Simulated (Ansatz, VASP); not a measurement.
One calculation of AgI, two programs

```xyz
4
Lattice="4.5800 0.0000 0.0000 -2.2900 3.9664 0.0000 0.0000 0.0000 7.5100" Properties=species:S:1:pos:R:3 pbc="T T T"
Ag    0.0000    2.6443    0.0000
Ag    2.2900    1.3221    3.7550
I     0.0000    2.6443    2.8163
I     2.2900    1.3221    6.5713
```

Alike in both runs: task electric field gradients; functional LDA; k mesh 8 × 8 × 4; occupations fermi-dirac, width 0.01 eV; no spin polarisation.

|  | VASP | Ansatz |
| --- | --- | --- |
| version | VASP 6.6.1 | Ansatz 0.2.0 |
| potentials or method | VASP PAW LDA potentials, release 64 (Ag, I) | PAW with Ansatz's default frozen-core files, scalar-relativistic |
| plane-wave cutoff (eV) | 400 | 420 |
| valence electrons in the cell | 36 | 72 |

```tsv
	VASP	Ansatz	Ansatz less VASP
gap on the k mesh at the Fermi level (eV)	1.11	1.08	-0.034
pressure (GPa)	-2.3	-2.2	+0.11
traceless stress, the component that is largest in VASP (GPa)	-0.11	-0.11	+0.001
rms of the force components (eV/Å)	0.005	0.005	-0.0002
size of Vzz on the site where it differs most (V/Å²)	2.0	1.5	-0.55
```

LDA's correlation is that of Perdew and Zunger in VASP and of Perdew and Wang (1992) in Ansatz. Atom by atom the forces differ by 0.000 eV/Å (rms over components). VASP's potentials hold 36 valence electrons a cell and Ansatz's 72, so a difference there can come from the potentials and not from the codes.

Spin-orbit coupling is off throughout.
